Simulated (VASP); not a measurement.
# BeSe (scan) (F-43m) in VASP: notebook, part 2 of 2

VASP 6.6.1. Earlier steps stand in the parts before.

**3. Single point, r2SCAN**

This run uses another cell than the first one, of 17.19 Å³/atom, 0.997 times its volume.

Contents of POSCAR:

```
BeSe
1.0
    0.0000000000      2.5810434969      2.5810434969
    2.5810434969      0.0000000000      2.5810434969
    2.5810434969      2.5810434969      0.0000000000
Be Se
1 1
Direct
    0.0000000000      0.0000000000      0.0000000000
    0.2500000000      0.2500000000      0.2500000000
```

Contents of INCAR.step1:

```
SYSTEM = BeSe
PREC = Accurate
ENCUT = 660
ISMEAR = 0
SIGMA = 0.02
LREAL = .False.
LASPH = .True.
NELM = 120
NBANDS = 11
GGA = PE
ALGO = Normal
EDIFF = 1E-5
LWAVE = .True.
LCHARG = .False.
GGA_COMPAT = .False.
```

Contents of INCAR.step2:

```
SYSTEM = BeSe
PREC = Accurate
ENCUT = 660
EDIFF = 1E-6
ISMEAR = 0
SIGMA = 0.02
LREAL = .False.
LASPH = .True.
NELM = 120
ALGO = Normal
ISIF = 2
LWAVE = .False.
LCHARG = .False.
METAGGA = R2SCAN
LMIXTAU = .True.
NBANDS = 11
ISTART = 1
GGA_COMPAT = .False.
```

Contents of KPOINTS:

```
Automatic mesh
0
Gamma
  8 8 8
  0 0 0
```

Potentials or basis: VASP PAW PBE potentials, release 64 (Be, Se).

The run is started by

```
cat potpaw_PBE.64/Be/POTCAR potpaw_PBE.64/Se/POTCAR > POTCAR
cp INCAR.step1 INCAR
mpirun -np 1 vasp_std > vasp.out
cp INCAR.step2 INCAR
mpirun -np 1 vasp_std > vasp.out
```

OUTCAR:

```text
SYSTEM = BeSe
   PREC = Accurate
   ENCUT = 660
   EDIFF = 1E-6
   ISMEAR = 0
   LREAL = .False.
   LASPH = .True.
   NELM = 120
   ISIF = 2
   METAGGA = R2SCAN
   ISTART = 1

 ion  position               nearest neighbor table
   1  0.000  0.000  0.000-   2 2.24   2 2.24   2 2.24   2 2.24
   2  0.250  0.250  0.250-   1 2.24   1 2.24   1 2.24   1 2.24

  LATTYP: Found a face centered cubic cell.
 ALAT       =     5.1620869938

  Lattice vectors:

 A1 = (   0.0000000000,   2.5810434969,   2.5810434969)
 A2 = (   2.5810434969,   0.0000000000,   2.5810434969)
 A3 = (   2.5810434969,   2.5810434969,   0.0000000000)
[... 513 lines left out ...]
      8      13.4322      0.00000
      9      14.1308      0.00000
     10      18.3841      0.00000
     11      18.6018      0.00000

 [... further k-points ...]
[... 5 lines left out ...]
  --------------------------------------------------------------------------------------
  -------------------------------------------------------------------------------------
  Total        0.0635747      0.0635747      0.0635747     -0.0000000      0.0000000      0.0000000
  in kB        2.9619575      2.9619575      2.9619575     -0.0000000      0.0000000      0.0000000
  external PRESSURE =       2.9619575 kB  Pullay stress =       0.0000000 kB

 VOLUME and BASIS-vectors are now :
 -----------------------------------------------------------------------------
  energy-cutoff  :      660.00
  volume of cell :       34.39
      direct lattice vectors                 reciprocal lattice vectors
     0.000000000  2.581043497  2.581043497    -0.193720098  0.193720098  0.193720098
     2.581043497  0.000000000  2.581043497     0.193720098 -0.193720098  0.193720098
     2.581043497  2.581043497  0.000000000     0.193720098  0.193720098 -0.193720098

 POSITION                                       TOTAL-FORCE (eV/Angst)
 -----------------------------------------------------------------------------------
      0.00000      0.00000      0.00000        -0.000000     -0.000000     -0.000000
      1.29052      1.29052      1.29052         0.000000      0.000000      0.000000
 -----------------------------------------------------------------------------------
    total drift:                                0.000000      0.000000      0.000000

  FREE ENERGIE OF THE ION-ELECTRON SYSTEM (eV)
  ---------------------------------------------------
  free  energy   TOTEN  =       -20.5298958198 eV

  energy  without entropy=      -20.5298958198  energy(sigma->0) =      -20.52989582
```

OSZICAR.step1:

```text
N       E                     dE             d eps       ncg     rms          rms(c)
DAV:   1     0.272319305032E+02    0.27232E+02   -0.40841E+03   638   0.733E+02
DAV:   2    -0.747706741311E+01   -0.34709E+02   -0.33403E+02   877   0.126E+02
DAV:   3    -0.896625215873E+01   -0.14892E+01   -0.14870E+01   832   0.260E+01
DAV:   4    -0.897283066431E+01   -0.65785E-02   -0.65778E-02   738   0.200E+00
DAV:   5    -0.897285280711E+01   -0.22143E-04   -0.22143E-04   798   0.118E-01    0.334E+00
DAV:   6    -0.888856034384E+01    0.84292E-01   -0.46590E-02   747   0.114E+00    0.208E+00
DAV:   7    -0.885696950460E+01    0.31591E-01   -0.87503E-02   780   0.155E+00    0.244E-01
DAV:   8    -0.885806041750E+01   -0.10909E-02   -0.24773E-03   713   0.292E-01    0.563E-02
DAV:   9    -0.885823964604E+01   -0.17923E-03   -0.19678E-04   824   0.933E-02    0.289E-02
DAV:  10    -0.885824950965E+01   -0.98636E-05   -0.15176E-05   749   0.206E-02
   1 F= -.88582495E+01 E0= -.88582495E+01  d E =-.311493E-12
```

Wall time 57 s (1 thread of Intel Xeon 8259CL, shared host); peak memory 0.19 GiB.

What came out:

```yaml
Free_energy: -20.5299 eV
Pressure: 0.3 GPa
Band_gap_on_the_k_mesh: 3.12 eV, indirect (least direct gap 5.04 eV)
```

Levels at points of the mesh, in eV from the valence-band top:
```csv
k point,band 1,band 2,band 3,band 4,band 5,band 6,band 7,band 8
"(0.00, 0.00, 0.00)",-14.26,0.00,0.00,0.00,5.04,5.59,5.59,5.59
"(0.50, 0.00, 0.00)",-12.87,-5.80,-1.08,-1.08,4.91,6.55,6.55,10.77
"(0.50, 0.50, 0.00)",-12.39,-5.18,-2.68,-2.68,3.12,4.68,12.67,12.67
```

Caveat: the PAW data sets were made with another functional, which shifts forces and pressure a little. r2SCAN opens gaps a little over a GGA but as a rule still falls short of measured ones.

**4. Relaxation of cell and atoms, r2SCAN**

Contents of POSCAR:

```
BeSe
1.0
    0.0000000000      2.5839687400      2.5839687400
    2.5839687400      0.0000000000      2.5839687400
    2.5839687400      2.5839687400      0.0000000000
Be Se
1 1
Direct
    0.0000000000      0.0000000000      0.0000000000
    0.2500000000      0.2500000000      0.2500000000
```

Contents of INCAR.step1:

```
PREC = Accurate
ENCUT = 660
ISMEAR = 0
SIGMA = 0.02
LREAL = False
LASPH = True
NELM = 120
GGA = PE
ALGO = Normal
EDIFF = 1E-5
LWAVE = True
LCHARG = False
GGA_COMPAT = False
IBRION = 2
ISIF = 3
EDIFFG = -0.005
NELMIN = 4
NSW = 100
```

Contents of INCAR.step2:

```
PREC = Accurate
ENCUT = 660
EDIFF = 1E-7
ISMEAR = 0
SIGMA = 0.02
LREAL = False
LASPH = True
NELM = 120
ALGO = Normal
ISIF = 3
LWAVE = False
LCHARG = False
METAGGA = R2SCAN
LMIXTAU = True
IBRION = 2
NSW = 100
EDIFFG = -0.002
ISTART = 1
GGA_COMPAT = False
NELMIN = 4
```

Contents of KPOINTS:

```
Automatic mesh
0
Gamma
  8 8 8
```

Potentials or basis: VASP PAW PBE potentials, release 64 (Be, Se).

The run is started by

```
cat potpaw_PBE.64/Be/POTCAR potpaw_PBE.64/Se/POTCAR > POTCAR
cp INCAR.step1 INCAR
mpirun -np 1 vasp_std > vasp.out
cp INCAR.step2 INCAR
mpirun -np 1 vasp_std > vasp.out
```

OUTCAR:

```text
PREC = Accurate
   ENCUT = 660
   EDIFF = 1E-7
   ISMEAR = 0
   LREAL = False
   LASPH = True
   NELM = 120
   ISIF = 3
   METAGGA = R2SCAN
   IBRION = 2
   NSW = 100
   EDIFFG = -0.002
   ISTART = 1
   NELMIN = 4

 ion  position               nearest neighbor table
   1  0.000  0.000  0.000-   2 2.24   2 2.24   2 2.24   2 2.24
   2  0.250  0.250  0.250-   1 2.24   1 2.24   1 2.24   1 2.24

  LATTYP: Found a face centered cubic cell.
 ALAT       =     5.1679374800

  Lattice vectors:
[... 490 lines left out ...]
      3       0.1164      2.00000
      4       1.1231      2.00000
      5       9.0682      0.00000
      6       9.2396      0.00000
      7      11.9867      0.00000
      8      13.3876      0.00000

 [... further k-points ...]
[... 5 lines left out ...]
  --------------------------------------------------------------------------------------
  -------------------------------------------------------------------------------------
  Total        0.0003659      0.0003659      0.0003659      0.0000000      0.0000000      0.0000000
  in kB        0.0169949      0.0169949      0.0169949      0.0000000      0.0000000      0.0000000
  external PRESSURE =       0.0169949 kB  Pullay stress =       0.0000000 kB

 VOLUME and BASIS-vectors are now :
 -----------------------------------------------------------------------------
  energy-cutoff  :      660.00
  volume of cell :       34.49
      direct lattice vectors                 reciprocal lattice vectors
     0.000000000  2.583619939  2.583619939    -0.193526916  0.193526916  0.193526916
     2.583619939  0.000000000  2.583619939     0.193526916 -0.193526916  0.193526916
     2.583619939  2.583619939  0.000000000     0.193526916  0.193526916 -0.193526916

 POSITION                                       TOTAL-FORCE (eV/Angst)
 -----------------------------------------------------------------------------------
      2.58362      5.16724      2.58362        -0.000000     -0.000000     -0.000000
      1.29181      1.29181      1.29181         0.000000      0.000000      0.000000
 -----------------------------------------------------------------------------------
    total drift:                                0.000000      0.000000      0.000000

  FREE ENERGIE OF THE ION-ELECTRON SYSTEM (eV)
  ---------------------------------------------------
  free  energy   TOTEN  =       -20.5300001225 eV

  energy  without entropy=      -20.5300001225  energy(sigma->0) =      -20.53000012

 reached required accuracy - stopping structural energy minimisation
```

OSZICAR.step1:

```text
N       E                     dE             d eps       ncg     rms          rms(c)
DAV:   1     0.263871759930E+02    0.26387E+02   -0.42412E+03   464   0.101E+03
DAV:   2    -0.807512284781E+01   -0.34462E+02   -0.33616E+02   696   0.129E+02
DAV:   3    -0.896733458197E+01   -0.89221E+00   -0.89221E+00   512   0.264E+01
DAV:   4    -0.897162907872E+01   -0.42945E-02   -0.42945E-02   728   0.207E+00
[... 15 lines left out ...]
       N       E                     dE             d eps       ncg     rms          rms(c)
DAV:   1    -0.885938654852E+01   -0.73095E-04   -0.12376E-03   504   0.221E-01    0.460E-02
DAV:   2    -0.885933538614E+01    0.51162E-04   -0.12380E-04   496   0.619E-02    0.165E-02
DAV:   3    -0.885932821078E+01    0.71754E-05   -0.38432E-05   456   0.344E-02    0.687E-03
DAV:   4    -0.885932822388E+01   -0.13096E-07   -0.95800E-07   232   0.793E-03
   3 F= -.88593282E+01 E0= -.88593282E+01  d E =-.524307E-03
```

It took 1.9 min on 1 thread of Intel Xeon 8259CL, shared host; peak memory 0.2 GiB.

Results:

- Free energy: -20.5300 eV
- Relaxed volume: 17.25 Å³/atom
- Relaxed cell: a = 3.654 Å, b = 3.654 Å, c = 3.654 Å, α = 60.00°, β = 60.00°, γ = 60.00°
- Space group after relaxing (to 0.05 Å): F-43m (No. 216)
- Energy gained by relaxing: 0.0 meV/atom
- Ionic steps: 2
- Pressure after relaxing: 0.0 GPa
- Band gap on the k mesh: 3.13 eV, indirect (least direct gap 5.02 eV)

Final structure:
```xyz
2
Lattice="0.0000 2.5836 2.5836 2.5836 0.0000 2.5836 2.5836 2.5836 0.0000" Properties=species:S:1:pos:R:3 pbc="T T T"
Be    2.5836    5.1672    2.5836
Se    1.2918    1.2918    1.2918
```

Caveat: the PAW data sets were made with another functional, which shifts forces and pressure a little. A k mesh can miss the band edges.

**5. The runs side by side**

| task | cell | k mesh | smearing | gap on the mesh (eV) | pressure (GPa) |
| --- | --- | --- | --- | --- | --- |
| single point | a = 3.654 Å, angles 60.0°, 2 atoms | 6 × 6 × 6 | gaussian 0.1 eV | 3.13 | 0.0 |
| single point | a = 3.650 Å, angles 60.0°, 2 atoms | 8 × 8 × 8 | gaussian 0.02 eV | 3.12 | 0.3 |
| relaxation of cell and atoms | relaxed from a = 3.654 Å, angles 60.0°, 2 atoms | 8 × 8 × 8 | gaussian 0.02 eV | 3.13 | 0.0 |

Alike in all rows: level r2SCAN; potentials or basis VASP PAW PBE potentials, release 64 (Be, Se); no spin polarisation; cutoff (eV) 660.

Caveats: the PAW data sets were made with another functional, which shifts forces and pressure a little.

Total energies depend on the potentials used, so only differences within one code and one set of settings carry meaning.
